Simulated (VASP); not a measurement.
# CaZrN (P4/mmm) in VASP: a series of runs

CaZrN is run at these levels: PBE; tasks: relaxation of cell and atoms, single point.

All numbers are computed with VASP 6.6.1; they aren't measurements. Logs are shortened: lines on timing, memory, paths and dates and some standing lists are left out, and cuts for length are marked.

### Step 1. The cell of the first run

The structure is tetragonal, space group P4/mmm (No. 123). The conventional cell has a = 2.719 Å, b = 2.719 Å, c = 7.905 Å, α = 90.00°, β = 90.00°, γ = 90.00°. Within 3.6 Å of Ca (site symmetry 4/mmm) lie 4 Ca at 2.72 Å. Zr (site symmetry 4/mmm) has 4 N at 1.92 Å within 2.5 Å. N (site symmetry 4/mmm) has 4 Zr at 1.92 Å within 2.5 Å.

### Step 2. Relaxation of cell and atoms, PBE

Contents of INCAR:

```
ALGO = Normal ; EDIFF = 1E-7
EDIFFG = -0.04 ; ENCUT = 600
GGA = PE ; IBRION = 2
ISIF = 3 ; ISMEAR = 0
LASPH = T ; LCHARG = F
LREAL = F ; LWAVE = F
NELM = 60 ; NSW = 90
PREC = Accurate ; SIGMA = 0.1
```

Contents of KPOINTS:

```
k-points
0
Gamma
  6 6 2
```

Contents of POSCAR:

```
CaZrN
1.0
    2.7185337900      0.0000000000      0.0000000000
    0.0000000000      2.7185337900      0.0000000000
    0.0000000000      0.0000000000      7.9047760300
Ca Zr N
1 1 1
Direct
    0.5000000000      0.5000000000      0.0000000000
    0.5000000000      0.5000000000      0.5000000000
    0.0000000000      0.0000000000      0.5000000000
```

Potentials or basis: VASP PAW PBE potentials, release 64 (Ca_sv, Zr_sv, N).

Started as:

```bash
> cat potpaw_PBE.64/Ca_sv/POTCAR potpaw_PBE.64/Zr_sv/POTCAR potpaw_PBE.64/N/POTCAR > POTCAR
> mpirun -np 1 vasp_std > vasp.out
```

OUTCAR:

```text
EDIFF = 1E-7
   EDIFFG = -0.04
   ENCUT = 600
   GGA = PE
   IBRION = 2
   ISIF = 3
   ISMEAR = 0
   LASPH = T
   LREAL = F
   NELM = 60
   NSW = 90
   PREC = Accurate

 ion  position               nearest neighbor table
   1  0.500  0.500  0.000-
   2  0.500  0.500  0.500-   3 1.92   3 1.92   3 1.92   3 1.92
   3  0.000  0.000  0.500-   2 1.92   2 1.92   2 1.92   2 1.92

  LATTYP: Found a simple tetragonal cell.
 ALAT       =     2.7185337900
 C/A-ratio  =     2.9077350663

  Lattice vectors:

 A1 = (   2.7185337900,   0.0000000000,   0.0000000000)
 A2 = (   0.0000000000,   2.7185337900,   0.0000000000)
 A3 = (   0.0000000000,   0.0000000000,   7.9047760300)

Analysis of symmetry for initial positions (statically):
=====================================================================
 Subroutine PRICEL returns:
 Original cell was already a primitive cell.

 Routine SETGRP: Setting up the symmetry group for a
 simple tetragonal supercell.

 Subroutine GETGRP returns: Found 16 space group operations
 (whereof 16 operations were pure point group operations)
 out of a pool of 16 trial point group operations.

The static configuration has the point symmetry D_4h.

Analysis of symmetry for dynamics (positions and initial velocities):
=====================================================================
 Subroutine PRICEL returns:
 Original cell was already a primitive cell.

 Routine SETGRP: Setting up the symmetry group for a
 simple tetragonal supercell.

 Subroutine GETGRP returns: Found 16 space group operations
 (whereof 16 operations were pure point group operations)
 out of a pool of 16 trial point group operations.

The dynamic configuration has the point symmetry D_4h.

 Subroutine INISYM returns: Found 16 space group operations
 (whereof 16 operations are pure point group operations),
 and found     1 'primitive' translations

----------------------------------------------------------------------------------------

                                     Primitive cell

  volume of cell :      58.4197

  direct lattice vectors                    reciprocal lattice vectors
     2.718533790  0.000000000  0.000000000     0.367845345  0.000000000  0.000000000
     0.000000000  2.718533790  0.000000000     0.000000000  0.367845345  0.000000000
     0.000000000  0.000000000  7.904776030     0.000000000  0.000000000  0.126505798

  length of vectors
     2.718533790  2.718533790  7.904776030     0.367845345  0.367845345  0.126505798

  position of ions in fractional coordinates (direct lattice)
     0.500000000  0.500000000  0.000000000
     0.500000000  0.500000000  0.500000000
     0.000000000  0.000000000  0.500000000

  ion indices of the primitive-cell ions
   primitive index   ion index
                 1           1
                 2           2
                 3           3

----------------------------------------------------------------------------------------

 KPOINTS: k-points

Automatic generation of k-mesh.
 Grid dimensions read from file:
 generate k-points for:    6    6    2

 Generating k-lattice:

  Cartesian coordinates                     Fractional coordinates (reciprocal lattice)
     0.061307558  0.000000000  0.000000000     0.166666667  0.000000000  0.000000000
     0.000000000  0.061307558  0.000000000     0.000000000  0.166666667  0.000000000
     0.000000000  0.000000000  0.063252899     0.000000000  0.000000000  0.500000000

  Length of vectors
     0.061307558  0.061307558  0.063252899

  Shift w.r.t. Gamma in fractional coordinates (k-lattice)
     0.000000000  0.000000000  0.000000000

 Subroutine IBZKPT returns following result:
 ===========================================

 Found     20 irreducible k-points:

 Following reciprocal coordinates:
            Coordinates               Weight
  0.000000  0.000000  0.000000      1.000000
  0.166667  0.000000  0.000000      4.000000
  0.333333  0.000000  0.000000      4.000000
  0.500000  0.000000  0.000000      2.000000
  0.166667  0.166667  0.000000      4.000000
  0.333333  0.166667  0.000000      8.000000
[... 12 lines left out ...]
  0.500000  0.333333  0.500000      4.000000
  0.500000  0.500000  0.500000      1.000000
   k-points           NKPTS =     20   k-points in BZ     NKDIM =     20   number of bands    NBANDS=     17
   number of dos      NEDOS =    301   number of ions     NIONS =      3
   total plane-waves  NPLWV =  36864
   dimension x,y,z NGX =    24 NGY =   24 NGZ =   64
   dimension x,y,z NGXF=    48 NGYF=   48 NGZF=  128
   ions per type =               1   1   1
   NGX,Y,Z   is equivalent  to a cutoff of  14.68, 14.68, 13.46 a.u.
   NGXF,Y,Z  is equivalent  to a cutoff of  29.35, 29.35, 26.92 a.u.
 SYSTEM =  unknown system
   PREC   = accura    normal or accurate (medium, high low for compatibility)
   ISTART =      0    job   : 0-new  1-cont  2-samecut
   ICHARG =      2    charge: 1-file 2-atom 10-const
   ISPIN  =      1    spin polarized calculation?
   LNONCOLLINEAR =      F non collinear calculations
   LSORBIT =      F    spin-orbit coupling
   LASPH  =      T    aspherical Exc in radial PAW
   ENCUT  =  600.0 eV  44.10 Ry    6.64 a.u.   5.43  5.43 15.79*2*pi/ulx,y,z
   NELM   =     60;   NELMIN=  2; NELMDL= -5     # of ELM steps
   EDIFF  = 0.1E-06   stopping-criterion for ELM
   LREAL  =      F    real-space projection
   EDIFFG = -.4E-01   stopping-criterion for IOM
   NSW    =     90    number of steps for IOM
   IBRION =      2    ionic relax: 0-MD 1-quasi-New 2-CG
   NFREE  =      1    steps in history (QN), initial steepest desc. (CG)
   ISIF   =      3    stress and relaxation
   ISYM   =      2    0-nonsym 1-usesym 2-fastsym
   POTIM  = 0.5000    time-step for ionic-motion
   TEBEG  =    0.0;   TEEND  =   0.0 temperature during run
   PSTRESS=    0.0 pullay stress
   NELECT =      27.0000    total number of electrons
   NUPDOWN=      -1.0000    fix difference up-down
   EMIN   =  10.00;   EMAX   =-10.00  energy-range for DOS
   EFERMI =   0.00;   METHOD = LEGACY
   ISMEAR =     0;   SIGMA  =   0.10  broadening in eV -4-tet -1-fermi 0-gaus
   EFERMI_NEDOS =   21; number of points for ismear=-14 and -15
   IALGO  =     38    algorithm
   IMIX   =      4    mixing-type and parameters
     AMIX     =   0.40;   BMIX     =  1.00
     AMIX_MAG =   1.60;   BMIX_MAG =  1.00
  volume/ion in A,a.u.               =      19.47       131.41
  Fermi-wavevector in a.u.,A,eV,Ry     =   1.265736  2.391894 21.797719  1.602087
  Thomas-Fermi vector in A             =   2.398973
   LORBIT       =      0    0 simple, 1 ext, 2 COOP (PROOUT), +10 PAW based schemes
   GGA     = PE    functional components
   LHFCALC =     F    Hartree Fock is set to
   AEXX    =    0.0000 exact exchange contribution
   IVDW    =     0    specifies the selected vdW correction
   LEPSILON=     F    determine dielectric tensor
   LRPA    =     F    only Hartree local field effects (RPA)
 conjugate gradient relaxation of ions
 non-spin polarized calculation
 Gauss-broadening in eV      SIGMA  =   0.10
  energy-cutoff  :      600.00
  volume of cell :       58.42
 maximum number of plane-waves:      1975
 NGX is ok and might be reduce to    24
   NGX = 11   NGY = 11   NGZ = 31

--------------------------------------- Ionic step        1  -------------------------------------------

 number of electron      26.9999998 magnetization

 Free energy of the ion-electron system (eV)
  ---------------------------------------------------
  ext. energy  EPLUGINS =         0.00000000
  ---------------------------------------------------
  free energy    TOTEN  =       -15.76164895 eV

  energy without entropy =      -15.74930768  energy(sigma->0) =      -15.75547831

------------------------ aborting loop because EDIFF is reached ----------------------------------------

  FORCE on cell =-STRESS in cart. coord.  units (eV):
  Direction    XX          YY          ZZ          XY          YZ          ZX
  --------------------------------------------------------------------------------------
  -------------------------------------------------------------------------------------
  Total       33.0153274     33.0153274     -1.0677915      0.0000000      0.0000000      0.0000000
  in kB      905.4555811    905.4555811    -29.2845132      0.0000000      0.0000000      0.0000000
  external PRESSURE =     593.8755497 kB  Pullay stress =       0.0000000 kB
[... 22 lines left out ...]
  energy  without entropy=      -15.7493076768  energy(sigma->0) =      -15.75547831

--------------------------------------- Ionic step        2  -------------------------------------------

 number of electron      27.0000000 magnetization

------------------------ aborting loop EDIFF was not reached (unconverged)  ----------------------------

  FORCE on cell =-STRESS in cart. coord.  units (eV):
  Direction    XX          YY          ZZ          XY          YZ          ZX
  --------------------------------------------------------------------------------------
  -------------------------------------------------------------------------------------
  Total      -17.6432643    -17.6432643     -4.0006619      0.0000000     -0.0000000      0.0000000
  in kB     -210.0632089   -210.0632089    -47.6324479      0.0000000     -0.0000000      0.0000000
  external PRESSURE =    -155.9196219 kB  Pullay stress =       0.0000000 kB

 VOLUME and BASIS-vectors are now :
 -----------------------------------------------------------------------------
  energy-cutoff  :      600.00
  volume of cell :      134.57
      direct lattice vectors                 reciprocal lattice vectors
     4.161845986  0.000000000  0.000000000     0.240277993  0.000000000  0.000000000
     0.000000000  4.161845986  0.000000000     0.000000000  0.240277993 -0.000000000
    -0.000000000  0.000000000  7.769042866     0.000000000  0.000000000  0.128715984
[... 161 lines left out ...]
  energy  without entropy=      -19.8438789212  energy(sigma->0) =      -19.84895278

--------------------------------------- Ionic step        7  -------------------------------------------

 number of electron      27.0000002 magnetization

 E-fermi :   4.2743     XC(G=0):  -8.9177

 val. band max:        4.2584032177   @ k =   0.5000   0.0000   0.5000
 cond. band min:       4.2797209046   @ k =   0.1667   0.1667   0.0000
 fundamental gap:      0.0213176869
 Fermi energy:         4.2743279800

 k-point     1 :       0.0000    0.0000    0.0000
  band No.  band energies     occupation
      1     -45.1634      2.00000
      2     -37.6498      2.00000
      3     -23.3794      2.00000
      4     -22.8220      2.00000
      5     -22.8220      2.00000
      6     -18.6910      2.00000
[... 9 lines left out ...]
     16       5.1104      0.00000
     17       5.2655      0.00000
[... 449 lines left out ...]
  energy  without entropy=      -19.8703242427  energy(sigma->0) =      -19.87792363

--------------------------------------- Ionic step        9  -------------------------------------------

 number of electron      27.0000001 magnetization

 Free energy of the ion-electron system (eV)
  ---------------------------------------------------
  ext. energy  EPLUGINS =         0.00000000
  ---------------------------------------------------
  free energy    TOTEN  =       -19.88692830 eV

  energy without entropy =      -19.87003412  energy(sigma->0) =      -19.87848121

 E-fermi :   4.5866     XC(G=0):  -9.1245

 val. band max:        4.5439327066   @ k =   0.1667   0.0000   0.0000
 cond. band min:       4.6315530224   @ k =   0.5000   0.3333   0.0000
 fundamental gap:      0.0876203158
 Fermi energy:         4.5866054152

 k-point     1 :       0.0000    0.0000    0.0000
  band No.  band energies     occupation
      1     -44.7904      2.00000
      2     -37.2923      2.00000
      3     -22.9997      2.00000
      4     -22.4604      2.00000
      5     -22.4604      2.00000
      6     -18.3295      2.00000
[... 9 lines left out ...]
     16       5.4458      0.00000
     17       5.8571      0.00000
[... 408 lines left out ...]
  FREE ENERGIE OF THE ION-ELECTRON SYSTEM (eV)
  ---------------------------------------------------
  free  energy   TOTEN  =       -19.8869283042 eV

  energy  without entropy=      -19.8700341166  energy(sigma->0) =      -19.87848121

 reached required accuracy - stopping structural energy minimisation
```

Wall time 7.7 min (1 thread of Oxide Virtual Turin-like, shared host); peak memory 0.18 GiB.

Results:

```yaml
Free_energy: -19.8869 eV
Relaxed_volume: 24.26 Å³/atom
Relaxed_cell: a = 3.133 Å, b = 3.133 Å, c = 7.413 Å, α = 90.00°, β = 90.00°, γ = 90.00°
Space_group_after_relaxing_to_0.05_Å: P4/mmm (No. 123)
Energy_gained_by_relaxing: 1375.1 meV/atom
Ionic_steps: 9
Pressure_after_relaxing: -0.1 GPa
```

The path:
| step | energy change (eV) | largest force (eV/Å) | pressure (GPa) | volume (Å³) |
| --- | --- | --- | --- | --- |
| 1 | 0.0000 | 0.0000 | 59.39 | 58.42 |
| 2 | 2.5715 | 0.0000 | -15.59 | 134.57 |
| 3 | -3.8805 | 0.0000 | -7.43 | 83.22 |
| 4 | -4.0531 | 0.0000 | -3.93 | 79.61 |
| 5 | -4.0920 | 0.0000 | -0.37 | 76.83 |
| 6 | -4.0924 | 0.0000 | -0.93 | 77.22 |
| 7 | -4.1064 | 0.0000 | -0.77 | 76.08 |
| 8 | -4.1239 | 0.0000 | -0.31 | 73.67 |
| 9 | -4.1253 | 0.0000 | -0.11 | 72.78 |

Final structure:
```
Ca Zr N
1.0
     3.13329    0.00000    0.00000
     0.00000    3.13329    0.00000
     0.00000    0.00000    7.41342
Ca Zr N
1 1 1
Direct
  0.50000 0.50000 0.00000
  0.50000 0.50000 0.50000
  0.00000 0.00000 0.50000
```

Caveat: the k points lie up to 0.42 Å⁻¹ apart in the final cell; the volume moved by over 15 % at a fixed basis, so the end points are rough.

### Step 3. Single point, PBE

This run uses another cell than the first one, of 23.96 Å³/atom, 1.230 times its volume.

Contents of INCAR:

```
PREC = Accurate
ENCUT = 520
EDIFF = 1E-6
ISMEAR = 0
SIGMA = 0.1
LREAL = F
LASPH = T
NELM = 80
ALGO = Normal
ISIF = 2
LWAVE = F
LCHARG = T
GGA = PE
LELF = T
LVHAR = T
NBANDS = 20
```

Contents of KPOINTS:

```
Automatic mesh
0
Gamma
  14 14 6
```

Contents of POSCAR:

```
CaZrN
1.0
    3.1360075644      0.0000000000      0.0000000000
    0.0000000000      3.1360075644      0.0000000000
    0.0000000000      0.0000000000      7.3092871594
Ca Zr N
1 1 1
Direct
    0.5000000000      0.5000000000      0.0000000000
    0.5000000000      0.5000000000      0.5000000000
    0.0000000000      0.0000000000      0.5000000000
```

Potentials or basis: VASP PAW PBE potentials, release 64 (Ca_sv, Zr_sv, N).

Started as:

```bash
> cat potpaw_PBE.64/Ca_sv/POTCAR potpaw_PBE.64/Zr_sv/POTCAR potpaw_PBE.64/N/POTCAR > POTCAR
> mpirun -np 1 vasp_std > vasp.out
```

Wall time 3.4 min (1 thread of Oxide Virtual Turin-like, shared host); peak memory 0.32 GiB.

Results (log left out):

```yaml
Free_energy: -19.8974 eV
Pressure: 0.1 GPa
```

Stress tensor (GPa, compression positive):
```
 0.11  0.00  0.00
 0.00  0.11  0.00
 0.00  0.00 -0.05
```

Levels at points of the mesh, in eV from the Fermi level:
| k point | band 9 | band 10 | band 11 | band 12 | band 13 | band 14 | band 15 | band 16 | band 17 | band 18 |
| --- | --- | --- | --- | --- | --- | --- | --- | --- | --- | --- |
| (0.00, 0.00, 0.00) | -14.65 | -3.60 | -3.49 | -1.61 | -1.61 | -1.58 | -0.55 | 0.84 | 1.39 | 2.51 |
| (0.50, 0.00, 0.00) | -12.91 | -5.91 | -4.62 | -4.18 | -0.87 | 0.75 | 0.90 | 0.93 | 2.58 | 3.01 |
| (0.50, 0.50, 0.00) | -14.41 | -2.57 | -2.57 | -2.00 | -0.60 | -0.40 | -0.40 | 0.74 | 2.32 | 2.32 |
| (0.00, 0.00, 0.50) | -14.64 | -4.13 | -1.95 | -1.84 | -1.61 | -1.61 | -1.58 | 0.83 | 1.41 | 2.59 |
| (0.50, 0.00, 0.50) | -12.91 | -5.90 | -4.62 | -4.15 | -0.05 | 0.11 | 0.32 | 1.29 | 1.76 | 3.06 |
| (0.50, 0.50, 0.50) | -14.41 | -2.58 | -2.58 | -2.08 | -0.46 | -0.21 | -0.21 | 1.40 | 1.73 | 1.73 |

[end of part 1 of 2]
